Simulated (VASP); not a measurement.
# TiO2 (P-3m1) in VASP: relaxation of cell and atoms with PBE

Aim: the relaxation of cell and atoms of TiO2 with PBE.

Program: VASP 6.6.1. These are calculated values, not measurements. Logs are shortened: lines on timing, memory, paths and dates and some standing lists are left out, and cuts for length are marked.

**1. The cell of the first run**

The structure is trigonal, space group P-3m1 (No. 164). Conventional cell: a = 2.990 Å, b = 2.990 Å, c = 5.257 Å, α = 90.00°, β = 90.00°, γ = 120.00°. Within 2.6 Å of Ti (site symmetry -3m) lie 6 O at 1.98 Å. Within 2.6 Å of O (site symmetry 3m) lie 3 Ti at 1.98 Å and 3 O at 2.59 Å.

The cell was generated, and may not be a known phase.

**2. Relaxation of cell and atoms, PBE**

Input file INCAR:

```
SYSTEM = TiO2
PREC     = Accurate       ! precision mode
ENCUT    = 1340           ! plane-wave cutoff, eV
EDIFF    = 1E-7           ! SCF threshold, eV
ISMEAR   = 0              ! smearing method
SIGMA    = 0.02           ! smearing width, eV
LREAL    = .False.        ! projectors in reciprocal space
LASPH    = .True.         ! aspherical terms in the spheres
NELM     = 120            ! most SCF steps
ALGO     = Normal         ! electronic algorithm
ISIF     = 3              ! what is computed and relaxed
LWAVE    = .False.        ! write WAVECAR
LCHARG   = .False.        ! write CHGCAR
GGA      = PE             ! functional
IBRION   = 2              ! ionic algorithm
NSW      = 100            ! ionic steps
EDIFFG   = -0.01          ! ionic threshold
GGA_COMPAT= .False.      
NELMIN   = 4
```

Input file KPOINTS:

```
Automatic mesh
0
Gamma
  12 12 4
  0 0 0
```

Input file POSCAR:

```
TiO2
1.0
    2.9899090254      0.0000000000      0.0000000000
   -1.4949545127      2.5893371710      0.0000000000
    0.0000000000      0.0000000000      5.2567182902
Ti O
1 2
Direct
    0.0000000000      0.0000000000      0.5000000000
    0.3333333333      0.6666666667      0.6834438549
    0.6666666667      0.3333333333      0.3165561451
```

Potentials or basis: VASP PAW PBE potentials, release 64 (Ti_sv, O_h).

The run is started by

```bash
cat potpaw_PBE.64/Ti_sv/POTCAR potpaw_PBE.64/O_h/POTCAR > POTCAR
mpirun -np 1 vasp_std > vasp.out
```

OUTCAR:

```text
SYSTEM = TiO2
   PREC = Accurate
   ENCUT = 1340
   EDIFF = 1E-7
   ISMEAR = 0
   LREAL = .False.
   LASPH = .True.
   NELM = 120
   ISIF = 3
   GGA = PE
   IBRION = 2
   NSW = 100
   EDIFFG = -0.01
   NELMIN = 4

 ion  position               nearest neighbor table
   1  0.000  0.000  0.500-   2 1.98   3 1.98   2 1.98   3 1.98   3 1.98   2 1.98
   2  0.333  0.667  0.683-   1 1.98   1 1.98   1 1.98
   3  0.667  0.333  0.317-   1 1.98   1 1.98   1 1.98

  LATTYP: Found a hexagonal cell.
 ALAT       =     2.9899090254
 C/A-ratio  =     1.7581532567

  Lattice vectors:

 A1 = (   2.9899090254,   0.0000000000,   0.0000000000)
 A2 = (  -1.4949545127,   2.5893371710,   0.0000000000)
 A3 = (   0.0000000000,   0.0000000000,   5.2567182902)

Analysis of symmetry for initial positions (statically):
=====================================================================
 Subroutine PRICEL returns:
 Original cell was already a primitive cell.

 Routine SETGRP: Setting up the symmetry group for a
 hexagonal supercell.

 Subroutine GETGRP returns: Found 12 space group operations
 (whereof 12 operations were pure point group operations)
 out of a pool of 24 trial point group operations.

The static configuration has the point symmetry D_3d.

Analysis of symmetry for dynamics (positions and initial velocities):
=====================================================================
 Subroutine PRICEL returns:
 Original cell was already a primitive cell.

 Routine SETGRP: Setting up the symmetry group for a
 hexagonal supercell.

 Subroutine GETGRP returns: Found 12 space group operations
 (whereof 12 operations were pure point group operations)
 out of a pool of 24 trial point group operations.

The dynamic configuration has the point symmetry D_3d.

 Subroutine INISYM returns: Found 12 space group operations
 (whereof 12 operations are pure point group operations),
 and found     1 'primitive' translations

----------------------------------------------------------------------------------------

                                     Primitive cell

  volume of cell :      40.6969

  direct lattice vectors                    reciprocal lattice vectors
     2.989909025  0.000000000  0.000000000     0.334458337  0.193099611  0.000000000
    -1.494954513  2.589337171  0.000000000     0.000000000  0.386199222  0.000000000
     0.000000000  0.000000000  5.256718290     0.000000000  0.000000000  0.190232755

  length of vectors
     2.989909025  2.989909025  5.256718290     0.386199222  0.386199222  0.190232755

  position of ions in fractional coordinates (direct lattice)
     0.000000000  0.000000000  0.500000000
     0.333333333  0.666666667  0.683443855
     0.666666667  0.333333333  0.316556145

  ion indices of the primitive-cell ions
   primitive index   ion index
                 1           1
                 2           2
                 3           3

----------------------------------------------------------------------------------------

 KPOINTS: Automatic mesh

Automatic generation of k-mesh.
 Grid dimensions read from file:
 generate k-points for:   12   12    4

 Generating k-lattice:

  Cartesian coordinates                     Fractional coordinates (reciprocal lattice)
     0.027871528  0.016091634  0.000000000     0.083333333 -0.000000000  0.000000000
     0.000000000  0.032183268  0.000000000     0.000000000  0.083333333  0.000000000
     0.000000000  0.000000000  0.047558189     0.000000000  0.000000000  0.250000000

  Length of vectors
     0.032183268  0.032183268  0.047558189

  Shift w.r.t. Gamma in fractional coordinates (k-lattice)
     0.000000000  0.000000000  0.000000000

 Subroutine IBZKPT returns following result:
 ===========================================

 Found     69 irreducible k-points:

 Following reciprocal coordinates:
            Coordinates               Weight
  0.000000  0.000000  0.000000      1.000000
  0.083333 -0.000000  0.000000      6.000000
  0.166667  0.000000  0.000000      6.000000
  0.250000  0.000000  0.000000      6.000000
  0.333333  0.000000  0.000000      6.000000
  0.416667  0.000000  0.000000      6.000000
[... 16 lines left out ...]
  0.166667  0.000000  0.250000      6.000000
  0.000000  0.166667  0.250000      6.000000
 [... further k-points ...]
   k-points           NKPTS =     69   k-points in BZ     NKDIM =     69   number of bands    NBANDS=     16
   number of dos      NEDOS =    301   number of ions     NIONS =      3
   total plane-waves  NPLWV =  82944
   dimension x,y,z NGX =    36 NGY =   36 NGZ =   64
   dimension x,y,z NGXF=    72 NGYF=   72 NGZF=  128
   ions per type =               1   2
   NGX,Y,Z   is equivalent  to a cutoff of  20.02, 20.02, 20.24 a.u.
   NGXF,Y,Z  is equivalent  to a cutoff of  40.03, 40.03, 40.48 a.u.
 SYSTEM =  TiO2
   PREC   = accura    normal or accurate (medium, high low for compatibility)
   ISTART =      0    job   : 0-new  1-cont  2-samecut
   ICHARG =      2    charge: 1-file 2-atom 10-const
   ISPIN  =      1    spin polarized calculation?
   LNONCOLLINEAR =      F non collinear calculations
   LSORBIT =      F    spin-orbit coupling
   LASPH  =      T    aspherical Exc in radial PAW
   ENCUT  = 1340.0 eV  98.49 Ry    9.92 a.u.   8.92  8.92 15.69*2*pi/ulx,y,z
   NELM   =    120;   NELMIN=  4; NELMDL= -5     # of ELM steps
   EDIFF  = 0.1E-06   stopping-criterion for ELM
   LREAL  =      F    real-space projection
   EDIFFG = -.1E-01   stopping-criterion for IOM
   NSW    =    100    number of steps for IOM
   IBRION =      2    ionic relax: 0-MD 1-quasi-New 2-CG
   NFREE  =      1    steps in history (QN), initial steepest desc. (CG)
   ISIF   =      3    stress and relaxation
   ISYM   =      2    0-nonsym 1-usesym 2-fastsym
   POTIM  = 0.5000    time-step for ionic-motion
   TEBEG  =    0.0;   TEEND  =   0.0 temperature during run
   PSTRESS=    0.0 pullay stress
   NELECT =      24.0000    total number of electrons
   NUPDOWN=      -1.0000    fix difference up-down
   EMIN   =  10.00;   EMAX   =-10.00  energy-range for DOS
   EFERMI =   0.00;   METHOD = LEGACY
   ISMEAR =     0;   SIGMA  =   0.02  broadening in eV -4-tet -1-fermi 0-gaus
   EFERMI_NEDOS =   21; number of points for ismear=-14 and -15
   IALGO  =     38    algorithm
   IMIX   =      4    mixing-type and parameters
     AMIX     =   0.40;   BMIX     =  1.00
     AMIX_MAG =   1.60;   BMIX_MAG =  1.00
  volume/ion in A,a.u.               =      13.57        91.55
  Fermi-wavevector in a.u.,A,eV,Ry     =   1.372855  2.594321 25.643337  1.884732
  Thomas-Fermi vector in A             =   2.498425
   LORBIT       =      0    0 simple, 1 ext, 2 COOP (PROOUT), +10 PAW based schemes
   GGA     = PE    functional components
   LHFCALC =     F    Hartree Fock is set to
   AEXX    =    0.0000 exact exchange contribution
   IVDW    =     0    specifies the selected vdW correction
   LEPSILON=     F    determine dielectric tensor
   LRPA    =     F    only Hartree local field effects (RPA)
 conjugate gradient relaxation of ions
 non-spin polarized calculation
 Gauss-broadening in eV      SIGMA  =   0.02
  energy-cutoff  :     1340.00
  volume of cell :       40.70
 maximum number of plane-waves:      4562
   NGX = 17   NGY = 17   NGZ = 31

--------------------------------------- Ionic step        1  -------------------------------------------

 number of electron      23.9999998 magnetization

 Free energy of the ion-electron system (eV)
  ---------------------------------------------------
  ext. energy  EPLUGINS =         0.00000000
  ---------------------------------------------------
  free energy    TOTEN  =       -26.52771110 eV

  energy without entropy =      -26.52771110  energy(sigma->0) =      -26.52771110

------------------------ aborting loop because EDIFF is reached ----------------------------------------

  FORCE on cell =-STRESS in cart. coord.  units (eV):
  Direction    XX          YY          ZZ          XY          YZ          ZX
  --------------------------------------------------------------------------------------
  -------------------------------------------------------------------------------------
  Total        0.1027472      0.1027472      0.1194580     -0.0000000      0.0000000      0.0000000
  in kB        4.0450067      4.0450067      4.7028866     -0.0000000      0.0000000      0.0000000
  external PRESSURE =       4.2643000 kB  Pullay stress =       0.0000000 kB
[... 59 lines left out ...]
  energy  without entropy=      -26.5274553235  energy(sigma->0) =      -26.52745532

--------------------------------------- Ionic step        3  -------------------------------------------

 number of electron      23.9999998 magnetization

 Free energy of the ion-electron system (eV)
  ---------------------------------------------------
  ext. energy  EPLUGINS =         0.00000000
  ---------------------------------------------------
  free energy    TOTEN  =       -26.52789633 eV

  energy without entropy =      -26.52789633  energy(sigma->0) =      -26.52789633

 E-fermi :   1.8004     XC(G=0):  -9.5166

 val. band max:        1.7155448476   @ k =   0.1667   0.0833   0.0000
 cond. band min:       4.3202491856   @ k =   0.0000   0.0000   0.5000
 fundamental gap:      2.6047043379
 Fermi energy:         1.8004017623

 k-point     1 :       0.0000    0.0000    0.0000
  band No.  band energies     occupation
      1     -54.7315      2.00000
      2     -30.9945      2.00000
      3     -30.7122      2.00000
      4     -30.7122      2.00000
      5     -15.7720      2.00000
      6     -13.9824      2.00000
[... 8 lines left out ...]
     15       5.9906      0.00000
     16       8.4749      0.00000
[... 420 lines left out ...]
  band No.  band energies     occupation
      1     -54.7142      2.00000
      2     -30.9640      2.00000
      3     -30.8590      2.00000
      4     -30.7400      2.00000
      5     -15.4254      2.00000
      6     -14.1700      2.00000
[... 8 lines left out ...]
     15       5.9014      0.00000
     16       7.7443      0.00000

 [... further k-points ...]

------------------------ aborting loop because EDIFF is reached ----------------------------------------

  FORCE on cell =-STRESS in cart. coord.  units (eV):
  Direction    XX          YY          ZZ          XY          YZ          ZX
  --------------------------------------------------------------------------------------
  -------------------------------------------------------------------------------------
  Total       -0.0265100     -0.0265100      0.0145157      0.0000000     -0.0000000      0.0000000
  in kB       -1.0415409     -1.0415409      0.5703019      0.0000000     -0.0000000      0.0000000
  external PRESSURE =      -0.5042599 kB  Pullay stress =       0.0000000 kB
[... 18 lines left out ...]
  FREE ENERGIE OF THE ION-ELECTRON SYSTEM (eV)
  ---------------------------------------------------
  free  energy   TOTEN  =       -26.5278963267 eV

  energy  without entropy=      -26.5278963267  energy(sigma->0) =      -26.52789633

 reached required accuracy - stopping structural energy minimisation
```

Wall time 3.8 min (1 thread of Intel Xeon 6975P-C (Granite Rapids), shared host); peak memory 0.41 GiB.

Results:

| Quantity | Value |
| --- | --- |
| Free energy | -26.5279 eV |
| Relaxed volume | 13.59 Å³/atom |
| Relaxed cell | a = 2.992 Å, b = 2.992 Å, c = 5.261 Å, α = 90.00°, β = 90.00°, γ = 120.00° |
| Space group after relaxing (to 0.1 Å) | P-3m1 (No. 164) |
| Energy gained by relaxing | 0.1 meV/atom |
| Ionic steps | 3 |
| Pressure after relaxing | -0.1 GPa |
| Largest force after relaxing | 0.010 eV/Å |
| Band gap on the k mesh | 2.60 eV (least direct gap 2.86 eV) |

Forces in eV/Å, atoms in the order of the input:
```
Ti   0.000  0.000  0.000
O    0.000  0.000  0.010
O    0.000  0.000 -0.010
```

Stress tensor (GPa, compression positive):
```
-0.10  0.00  0.00
 0.00 -0.10  0.00
 0.00  0.00  0.06
```

Step by step:
```tsv
step	energy change (eV)	largest force (eV/Å)	pressure (GPa)	volume (Å³)
1	0.0000	0.0626	0.43	40.70
2	0.0003	0.0718	-0.75	40.91
3	-0.0002	0.0099	-0.05	40.78
```

Final structure:
```cif
data_structure
_symmetry_space_group_name_H-M 'P 1'
_symmetry_Int_Tables_number 1
_cell_length_a 2.9918
_cell_length_b 2.9918
_cell_length_c 5.2606
_cell_angle_alpha 90.000
_cell_angle_beta 90.000
_cell_angle_gamma 120.000
_cell_volume 40.78
loop_
_atom_site_label
_atom_site_type_symbol
_atom_site_fract_x
_atom_site_fract_y
_atom_site_fract_z
_atom_site_occupancy
Ti1 Ti 0.00000 0.00000 0.50000 1
O1 O 0.33333 0.66667 0.68367 1
O2 O 0.66667 0.33333 0.31633 1
```
